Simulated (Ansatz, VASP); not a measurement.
**Mg3ZnS4: VASP beside Ansatz**

```xyz
8
Lattice="3.9787 0.0000 0.0000 0.0000 3.9787 0.0000 0.0000 0.0000 11.2976" Properties=species:S:1:pos:R:3 pbc="T T T"
Mg    0.0000    0.0000    0.0000
Mg    1.9894    1.9894    2.8952
Mg    1.9894    1.9894    8.4023
Zn    0.0000    0.0000    5.6488
S     1.9894    0.0000    6.9604
S     0.0000    1.9894    9.8494
S     1.9894    0.0000    1.4481
S     0.0000    1.9894    4.3371
```

Alike in both runs: functional PBE; k mesh 6 × 6 × 2; no spin polarisation.

Ansatz relaxed the structure, and its values are those at the end. VASP's run is a single point on that final structure, the one shown.

|  | VASP | Ansatz |
| --- | --- | --- |
| version | VASP 6.6.1 | Ansatz 0.2.0 |
| potentials or method | VASP PAW PBE potentials, release 64 (Mg, Zn, S), cutoff 520 eV | scalar-relativistic, plane waves, PAW |
| occupations | gaussian, width 0.01 eV | fixed |
| valence electrons in the cell | 42 | 66 |

|  | VASP | Ansatz | Ansatz less VASP |
| --- | --- | --- | --- |
| gap on the k mesh at the Fermi level (eV) | 2.87 | 2.88 | +0.004 |
| least direct gap on the mesh (eV) | 2.87 | 2.88 | +0.004 |
| pressure (GPa) | -0.1 | 0.0 | +0.09 |
| rms of the force components (eV/Å) | 0.007 | 0.000 | -0.0069 |

VASP's potentials hold 42 valence electrons a cell and Ansatz's 66, so a difference there can come from the potentials and not from the codes.
